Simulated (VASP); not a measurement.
Write the native input for VASP 6.6.1 that does the following.

```
Task                   : single point
Functional             : PBE
Potentials or basis    : VASP PAW PBE potentials, release 64 (La, Co, Fe, C)
Cutoff                 : 520 eV
k mesh                 : 5 × 5 × 5
Occupations            : gaussian, width 0.0121 eV
Spin                   : no spin polarisation
Dipole correction      : no
Further INCAR settings : ALGO = Normal; EDIFF = 1e-06; NBANDS = 35
```

The structure of La2FeCo2C lies in POSCAR:

```
La2FeCo2C
1.0
   -2.0373046678      2.9738106400      4.4727542349
    4.0746093355      0.0000000000      0.0000000000
    2.0373046678      2.9738106400     -4.4727542349
La Co Fe C
2 2 1 1
Direct
    0.3065386164      0.8065386164      0.6934613836
    0.6934613836      0.1934613836      0.3065386164
    0.7964673142      0.5000000000      0.7964673142
    0.2035326858      0.5000000000      0.2035326858
    0.0000000000      0.0000000000      0.0000000000
    0.5000000000      0.5000000000      0.5000000000
```

These files were run (other wordings do the same):

INCAR

```
PREC = Accurate
ENCUT = 520
EDIFF = 1E-6
ISMEAR = 0
SIGMA = 0.0121
LREAL = F
LASPH = T
NELM = 80
ALGO = Normal
ISIF = 2
LWAVE = F
LCHARG = F
GGA = PE
NBANDS = 35
```

KPOINTS

```
Automatic mesh
0
Gamma
  5 5 5
```

Potentials or basis: VASP PAW PBE potentials, release 64 (La, Co, Fe, C).

Launch:

```bash
$ cat potpaw_PBE.64/La/POTCAR potpaw_PBE.64/Co/POTCAR potpaw_PBE.64/Fe/POTCAR potpaw_PBE.64/C/POTCAR > POTCAR
$ mpirun -np 1 vasp_std > vasp.out
```

Results of the run:

```
Pressure               : -0.1 GPa
Largest force          : 0.079 eV/Å
Band gap on the k mesh : zero (band 26 reaches 8.52 eV, above the bottom of band 27 at 8.22 eV)
```

Caveat: spin-orbit coupling is left out, which moves the levels of the heavy elements.

It took 3 min on 1 thread of Intel(R) Xeon(R) Platinum 8559C (Emerald Rapids), with other jobs on the host, peak memory 0.33 GiB.
